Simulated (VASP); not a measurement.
# Sc3In (Pm-3m) in VASP: a series of runs

The runs below take Sc3In through single point, with LDA.

Everything below comes from runs of VASP 6.6.1. Logs are shortened: lines on timing, memory, paths and dates and some standing lists are left out, and cuts for length are marked.

**1. The cell of the first run**

The structure is cubic, space group Pm-3m (No. 221). The conventional cell has a = 4.530 Å, b = 4.530 Å, c = 4.530 Å, α = 90.00°, β = 90.00°, γ = 90.00°. Within 4.2 Å of Sc (site symmetry 4/mmm) lie 8 Sc at 3.20 Å and 4 In at 3.20 Å. In (site symmetry m-3m) has 12 Sc at 3.20 Å within 4.2 Å.

**2. Single point, LDA**

INCAR reads:

```
SYSTEM = Sc3In
PREC = Accurate ; ENCUT = 500
EDIFF = 1E-6 ; ISMEAR = 1
SIGMA = 0.1 ; LREAL = .False.
LASPH = .True. ; NELM = 120
ALGO = Normal ; ISIF = 2
LWAVE = .False. ; LCHARG = .False.
NBANDS = 31 ; GGA_COMPAT = .False.
```

KPOINTS reads:

```
Automatic mesh
0
Gamma
  7 7 7
  0 0 0
```

POSCAR reads:

```
Sc3In
1.0
    4.5304088200      0.0000000000      0.0000000000
    0.0000000000      4.5304088200      0.0000000000
    0.0000000000      0.0000000000      4.5304088200
Sc In
3 1
Direct
    0.5000000000      0.5000000000      0.0000000000
    0.0000000000      0.5000000000      0.5000000000
    0.5000000000      0.0000000000      0.5000000000
    0.0000000000      0.0000000000      0.0000000000
```

Potentials or basis: VASP PAW LDA potentials, release 64 (Sc_sv, In_d).

Launch:

```bash
cat potpaw_LDA.64/Sc_sv/POTCAR potpaw_LDA.64/In_d/POTCAR > POTCAR
mpirun -np 1 vasp_std > vasp.out
```

OUTCAR:

```text
SYSTEM = Sc3In
   PREC = Accurate
   ENCUT = 500
   EDIFF = 1E-6
   ISMEAR = 1
   LREAL = .False.
   LASPH = .True.
   NELM = 120
   ISIF = 2

 ion  position               nearest neighbor table
   1  0.500  0.500  0.000-   2 3.20   3 3.20   4 3.20   2 3.20   3 3.20   3 3.20   4 3.20   3 3.20
                             2 3.20   4 3.20   2 3.20   4 3.20
   2  0.000  0.500  0.500-   1 3.20   3 3.20   4 3.20   1 3.20   4 3.20   3 3.20   4 3.20   4 3.20
                             1 3.20   3 3.20   1 3.20   3 3.20
   3  0.500  0.000  0.500-   1 3.20   2 3.20   4 3.20   1 3.20   4 3.20   1 3.20   2 3.20   1 3.20
                             2 3.20   4 3.20   4 3.20   2 3.20
   4  0.000  0.000  0.000-   1 3.20   2 3.20   3 3.20   2 3.20   3 3.20   1 3.20   2 3.20   2 3.20
                             1 3.20   3 3.20   3 3.20   1 3.20

  LATTYP: Found a simple cubic cell.
 ALAT       =     4.5304088200

  Lattice vectors:

 A1 = (   4.5304088200,   0.0000000000,   0.0000000000)
 A2 = (   0.0000000000,   4.5304088200,   0.0000000000)
 A3 = (   0.0000000000,   0.0000000000,   4.5304088200)

Analysis of symmetry for initial positions (statically):
=====================================================================
 Subroutine PRICEL returns:
 Original cell was already a primitive cell.

 Routine SETGRP: Setting up the symmetry group for a
 simple cubic supercell.

 Subroutine GETGRP returns: Found 48 space group operations
 (whereof 48 operations were pure point group operations)
 out of a pool of 48 trial point group operations.

The static configuration has the point symmetry O_h .

Analysis of symmetry for dynamics (positions and initial velocities):
=====================================================================
 Subroutine PRICEL returns:
 Original cell was already a primitive cell.

 Routine SETGRP: Setting up the symmetry group for a
 simple cubic supercell.

 Subroutine GETGRP returns: Found 48 space group operations
 (whereof 48 operations were pure point group operations)
 out of a pool of 48 trial point group operations.

The dynamic configuration has the point symmetry O_h .

 Subroutine INISYM returns: Found 48 space group operations
 (whereof 48 operations are pure point group operations),
 and found     1 'primitive' translations

----------------------------------------------------------------------------------------

                                     Primitive cell

  volume of cell :      92.9848

  direct lattice vectors                    reciprocal lattice vectors
     4.530408820  0.000000000  0.000000000     0.220730632  0.000000000  0.000000000
     0.000000000  4.530408820  0.000000000     0.000000000  0.220730632  0.000000000
     0.000000000  0.000000000  4.530408820     0.000000000  0.000000000  0.220730632

  length of vectors
     4.530408820  4.530408820  4.530408820     0.220730632  0.220730632  0.220730632

  position of ions in fractional coordinates (direct lattice)
     0.500000000  0.500000000  0.000000000
     0.000000000  0.500000000  0.500000000
     0.500000000  0.000000000  0.500000000
     0.000000000  0.000000000  0.000000000

  ion indices of the primitive-cell ions
   primitive index   ion index
                 1           1
                 2           2
                 3           3
                 4           4

----------------------------------------------------------------------------------------

 KPOINTS: Automatic mesh

Automatic generation of k-mesh.
 Grid dimensions read from file:
 generate k-points for:    7    7    7

 Generating k-lattice:

  Cartesian coordinates                     Fractional coordinates (reciprocal lattice)
     0.031532947  0.000000000  0.000000000     0.142857143  0.000000000  0.000000000
     0.000000000  0.031532947  0.000000000     0.000000000  0.142857143  0.000000000
     0.000000000  0.000000000  0.031532947     0.000000000  0.000000000  0.142857143

  Length of vectors
     0.031532947  0.031532947  0.031532947

  Shift w.r.t. Gamma in fractional coordinates (k-lattice)
     0.000000000  0.000000000  0.000000000

 Subroutine IBZKPT returns following result:
 ===========================================

 Found     20 irreducible k-points:

 Following reciprocal coordinates:
            Coordinates               Weight
  0.000000  0.000000  0.000000      1.000000
  0.142857  0.000000  0.000000      6.000000
  0.285714  0.000000  0.000000      6.000000
  0.428571  0.000000  0.000000      6.000000
  0.142857  0.142857  0.000000     12.000000
  0.285714  0.142857  0.000000     24.000000
[... 12 lines left out ...]
  0.428571  0.428571  0.285714     24.000000
  0.428571  0.428571  0.428571      8.000000
   k-points           NKPTS =     20   k-points in BZ     NKDIM =     20   number of bands    NBANDS=     31
   number of dos      NEDOS =    301   number of ions     NIONS =      4
   total plane-waves  NPLWV =  46656
   dimension x,y,z NGX =    36 NGY =   36 NGZ =   36
   dimension x,y,z NGXF=    72 NGYF=   72 NGZF=   72
   ions per type =               3   1
   NGX,Y,Z   is equivalent  to a cutoff of  13.21, 13.21, 13.21 a.u.
   NGXF,Y,Z  is equivalent  to a cutoff of  26.42, 26.42, 26.42 a.u.
 SYSTEM =  Sc3In
   PREC   = accura    normal or accurate (medium, high low for compatibility)
   ISTART =      0    job   : 0-new  1-cont  2-samecut
   ICHARG =      2    charge: 1-file 2-atom 10-const
   ISPIN  =      1    spin polarized calculation?
   LNONCOLLINEAR =      F non collinear calculations
   LSORBIT =      F    spin-orbit coupling
   LASPH  =      T    aspherical Exc in radial PAW
   ENCUT  =  500.0 eV  36.75 Ry    6.06 a.u.   8.26  8.26  8.26*2*pi/ulx,y,z
   NELM   =    120;   NELMIN=  2; NELMDL= -5     # of ELM steps
   EDIFF  = 0.1E-05   stopping-criterion for ELM
   LREAL  =      F    real-space projection
   EDIFFG = 0.1E-04   stopping-criterion for IOM
   NSW    =      0    number of steps for IOM
   IBRION =     -1    ionic relax: 0-MD 1-quasi-New 2-CG
   NFREE  =      0    steps in history (QN), initial steepest desc. (CG)
   ISIF   =      2    stress and relaxation
   ISYM   =      2    0-nonsym 1-usesym 2-fastsym
   POTIM  = 0.5000    time-step for ionic-motion
   TEBEG  =    0.0;   TEEND  =   0.0 temperature during run
   PSTRESS=    0.0 pullay stress
   NELECT =      46.0000    total number of electrons
   NUPDOWN=      -1.0000    fix difference up-down
   EMIN   =  10.00;   EMAX   =-10.00  energy-range for DOS
   EFERMI =   0.00;   METHOD = LEGACY
   ISMEAR =     1;   SIGMA  =   0.10  broadening in eV -4-tet -1-fermi 0-gaus
   EFERMI_NEDOS =   21; number of points for ismear=-14 and -15
   IALGO  =     38    algorithm
   IMIX   =      4    mixing-type and parameters
     AMIX     =   0.40;   BMIX     =  1.00
     AMIX_MAG =   1.60;   BMIX_MAG =  1.00
  volume/ion in A,a.u.               =      23.25       156.87
  Fermi-wavevector in a.u.,A,eV,Ry     =   1.294762  2.446746 22.808935  1.676409
  Thomas-Fermi vector in A             =   2.426325
   LORBIT       =      0    0 simple, 1 ext, 2 COOP (PROOUT), +10 PAW based schemes
   GGA     = CA    functional components
   LHFCALC =     F    Hartree Fock is set to
   AEXX    =    0.0000 exact exchange contribution
   IVDW    =     0    specifies the selected vdW correction
   LEPSILON=     F    determine dielectric tensor
   LRPA    =     F    only Hartree local field effects (RPA)
 non-spin polarized calculation
 Methfessel and Paxton  Order N= 1 SIGMA  =   0.10
  energy-cutoff  :      500.00
  volume of cell :       92.98
 maximum number of plane-waves:      2384
 NGX is ok and might be reduce to    36
   NGX = 17   NGY = 17   NGZ = 17

 number of electron      46.0000029 magnetization

 Free energy of the ion-electron system (eV)
  ---------------------------------------------------
  ext. energy  EPLUGINS =         0.00000000
  ---------------------------------------------------
  free energy    TOTEN  =       -24.63665380 eV

  energy without entropy =      -24.63479717  energy(sigma->0) =      -24.63603492

 E-fermi :   5.0506     XC(G=0): -10.5587

 val. band max:        5.0437226900   @ k =   0.4286   0.4286   0.1429
 cond. band min:       5.0511314827   @ k =   0.4286   0.0000   0.0000
 fundamental gap:      0.0074087928
 Fermi energy:         5.0505798556

 k-point     1 :       0.0000    0.0000    0.0000
  band No.  band energies     occupation
      1     -43.9601      2.00000
      2     -43.8804      2.00000
      3     -43.8804      2.00000
      4     -23.0687      2.00000
      5     -23.0687      2.00000
      6     -23.0687      2.00000
[... 23 lines left out ...]
     30       7.2795      0.00000
     31       8.2178      0.00000

 k-point     2 :       0.1429    0.0000    0.0000
  band No.  band energies     occupation
      1     -43.9565      2.00000
      2     -43.8839      2.00000
      3     -43.8804      2.00000
      4     -23.0595      2.00000
      5     -23.0595      2.00000
      6     -23.0546      2.00000
[... 23 lines left out ...]
     30       7.4657      0.00000
     31       8.0540      0.00000

 k-point     3 :       0.2857    0.0000    0.0000
  band No.  band energies     occupation
      1     -43.9470      2.00000
      2     -43.8932      2.00000
      3     -43.8803      2.00000
      4     -23.0354      2.00000
      5     -23.0354      2.00000
      6     -23.0146      2.00000
[... 23 lines left out ...]
     30       7.5181      0.00000
     31       7.5416      0.00000

 k-point     4 :       0.4286    0.0000    0.0000
  band No.  band energies     occupation
      1     -43.9358      2.00000
      2     -43.9045      2.00000
      3     -43.8802      2.00000
      4     -23.0104      2.00000
      5     -23.0104      2.00000
      6     -22.9587      2.00000
[... 499 lines left out ...]
     30       7.2830      0.00000
     31       7.4795      0.00000

 k-point    19 :       0.4286    0.4286    0.2857
  band No.  band energies     occupation
      1     -43.9124      2.00000
      2     -43.9052      2.00000
      3     -43.9019      2.00000
      4     -23.1208      2.00000
      5     -23.0454      2.00000
      6     -23.0169      2.00000
[... 23 lines left out ...]
     30       7.2829      0.00000
     31       7.2941      0.00000

 k-point    20 :       0.4286    0.4286    0.4286
  band No.  band energies     occupation
      1     -43.9091      2.00000
      2     -43.9051      2.00000
      3     -43.9051      2.00000
      4     -23.1529      2.00000
      5     -23.0458      2.00000
      6     -23.0439      2.00000
[... 23 lines left out ...]
     30       7.2043      0.00000
     31       7.2191      0.00000

------------------------ aborting loop because EDIFF is reached ----------------------------------------

  FORCE on cell =-STRESS in cart. coord.  units (eV):
  Direction    XX          YY          ZZ          XY          YZ          ZX
  --------------------------------------------------------------------------------------
  -------------------------------------------------------------------------------------
  Total       -3.1646357     -3.1646357     -3.1646357     -0.0000000     -0.0000000      0.0000000
  in kB      -54.5283212    -54.5283212    -54.5283212     -0.0000000     -0.0000000      0.0000000
  external PRESSURE =     -54.5283212 kB  Pullay stress =       0.0000000 kB

 VOLUME and BASIS-vectors are now :
 -----------------------------------------------------------------------------
  energy-cutoff  :      500.00
  volume of cell :       92.98
      direct lattice vectors                 reciprocal lattice vectors
     4.530408820  0.000000000  0.000000000     0.220730632  0.000000000  0.000000000
     0.000000000  4.530408820  0.000000000     0.000000000  0.220730632  0.000000000
     0.000000000  0.000000000  4.530408820     0.000000000  0.000000000  0.220730632

 POSITION                                       TOTAL-FORCE (eV/Angst)
 -----------------------------------------------------------------------------------
      2.26520      2.26520      0.00000         0.000000      0.000000      0.000000
      0.00000      2.26520      2.26520         0.000000      0.000000      0.000000
      2.26520      0.00000      2.26520         0.000000      0.000000      0.000000
      0.00000      0.00000      0.00000         0.000000      0.000000      0.000000
 -----------------------------------------------------------------------------------
    total drift:                                0.000000      0.000000      0.000000

  FREE ENERGIE OF THE ION-ELECTRON SYSTEM (eV)
  ---------------------------------------------------
  free  energy   TOTEN  =       -24.6366538024 eV

  energy  without entropy=      -24.6347971653  energy(sigma->0) =      -24.63603492
```

Run time: 68 s. Hardware: 1 thread of AMD EPYC 7R43 (Zen 3), shared host; peak memory 0.16 GiB.

Results:

- Free energy: -24.6367 eV
- Pressure: -5.5 GPa
- Band gap on the k mesh: zero (bands 23 and 24 overlap by 0.80 eV)

Caveat: the cell stands under tension; spin-orbit coupling is left out, which moves the levels of the heavy elements.

**3. Single point, LDA**

INCAR reads:

```
PREC = Accurate ; ENCUT = 500
EDIFF = 1E-6 ; ISMEAR = 1
SIGMA = 0.1 ; LREAL = F
LASPH = T ; NELM = 120
ALGO = Normal ; ISIF = 2
LWAVE = F ; LCHARG = F
NBANDS = 31 ; GGA_COMPAT = F
```

KPOINTS reads:

```
regular mesh
0
Gamma
  7 7 7
```

POSCAR is that of step 2.

Potentials or basis: VASP PAW LDA potentials, release 64 (Sc_sv, In_d).

Launch:

```bash
cat potpaw_LDA.64/Sc_sv/POTCAR potpaw_LDA.64/In_d/POTCAR > POTCAR
mpirun -np 1 vasp_std > vasp.out
```

Wall time 56 s (1 thread of AMD EPYC 7R43 (Zen 3), shared host); peak memory 0.16 GiB.

The run converged. Its results:

- Free energy: -24.6367 eV
- Pressure: -5.5 GPa
- Band gap on the k mesh: zero (bands 23 and 24 overlap by 0.80 eV)

Levels at points of the mesh, in eV from the Fermi level:
| k point | band 21 | band 22 | band 23 | band 24 | band 25 | band 26 |
| --- | --- | --- | --- | --- | --- | --- |
| (0.00, 0.00, 0.00) | -0.74 | -0.30 | -0.30 | -0.30 | 0.51 | 0.51 |

Caveat: the cell stands under tension; spin-orbit coupling is left out, which moves the levels of the heavy elements.
